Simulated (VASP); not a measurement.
Sr2ReNiC6, 10 atoms in the cell. The structure is tetragonal, space group I4/m (No. 87). Conventional cell: a = 5.568 Å, b = 5.568 Å, c = 7.950 Å, α = 90.00°, β = 90.00°, γ = 90.00°. Within 2.6 Å of Re (site symmetry 4/m) lie 6 C at 1.93 Å. Ni (site symmetry 4/m) has 6 C at 2.04 Å within 2.7 Å. C (site symmetry m) has 1 Re at 1.93 Å and 1 Ni at 2.04 Å and 4 Sr at 2.64 to 2.96 Å and 8 C at 2.73 to 2.88 Å within 3.0 Å. Within 2.6 Å of C (site symmetry 4) lie 1 Re at 1.93 Å and 1 Ni at 2.04 Å. Within 3.5 Å of Sr (site symmetry -4) lie 12 C at 2.64 to 2.96 Å and 4 Re at 3.42 Å and 4 Ni at 3.42 Å. 

| Property | Result |
| --- | --- |
| Program | VASP 6.6.1 |
| Task | single point |
| Functional | r2SCAN |
| Potentials or basis | VASP PAW PBE potentials, release 64 (Re, Ni, C, Sr_sv) |
| Cutoff | 520 eV |
| k mesh | 5 × 5 × 5 |
| Occupations | methfessel-paxton, width 0.258 eV |
| Spin | no spin polarisation |
| Dipole correction | no |
| Further INCAR settings | ALGO = Normal; EDIFF = 1e-07; NBANDS = 42; ISYM = 0 |

Potentials or basis: VASP PAW PBE potentials, release 64 (Re, Ni, C, Sr_sv).

The run is started by

```bash
$ cat potpaw_PBE.64/Re/POTCAR potpaw_PBE.64/Ni/POTCAR potpaw_PBE.64/C/POTCAR potpaw_PBE.64/Sr_sv/POTCAR > POTCAR
$ cp INCAR.step1 INCAR
$ mpirun -np 1 vasp_std > vasp.out
$ cp INCAR.step2 INCAR
$ mpirun -np 1 vasp_std > vasp.out
```

Hardware: 1 thread of Intel Xeon 8259CL (shared host).

Q: Estimate the wall time of this run.

A: Wall time 47 min on 1 thread of Intel Xeon 8259CL, on a shared host, peak memory 0.5 GiB. Counts: k points 63.
